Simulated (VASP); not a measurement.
MgI2: single point with PBEsol

Crystal: MgI2.

```
Mg I
1.0
     4.12657    0.00000    0.00000
    -2.06329    3.57372    0.00000
     0.00000    0.00000    7.34043
Mg I
1 2
Direct
  0.00000 0.00000 0.00000
  0.33333 0.66667 0.77219
  0.66667 0.33333 0.22781
```

This cell differs from its parent crystal: uniaxial strain along c: +4.5 %, then relaxed in part.

```yaml
Program: VASP 6.6.1
Task: single point
Functional: PBEsol
Potentials_or_basis: VASP PAW PBE potentials, release 64 (Mg, I)
Cutoff: 520 eV
k_mesh: 6 × 6 × 4
Occupations: gaussian, width 0.02 eV
Spin: no spin polarisation
```

| Quantity | Value |
| --- | --- |
| Pressure | -0.1 GPa |
| Band gap on the k mesh | 3.54 eV, indirect (least direct gap 3.70 eV) |

Stress tensor (GPa, compression positive):
```
-0.01  0.00  0.00
 0.00 -0.01  0.00
 0.00  0.00 -0.21
```

Levels at points of the mesh, in eV from the valence-band top:
```tsv
k point	band 6	band 7	band 8	band 9	band 10	band 11
(0.00, 0.00, 0.00)	-0.25	0.00	0.00	3.70	4.79	6.73
(0.50, 0.00, 0.00)	-1.27	-0.82	-0.45	3.62	5.28	5.50
(0.00, 0.00, 0.50)	-0.28	-0.04	-0.04	4.57	4.81	6.63
(0.50, 0.00, 0.50)	-1.19	-0.79	-0.56	3.54	5.20	5.50
```

It took 86 s on 1 thread of AMD EPYC 7R13 Processor (Zen 3) (shared host), peak memory 0.21 GiB.

Caveat: the cell differs from its parent crystal (uniaxial strain along c: +4.5 %, then relaxed in part); the PAW data sets were made with another functional, which shifts forces and pressure a little; spin-orbit coupling is left out, which moves the levels of the heavy elements; this functional lacks dispersion, which binds the layers, so the pressure and a relaxed spacing across them are unreliable. A k mesh can miss the band edges.
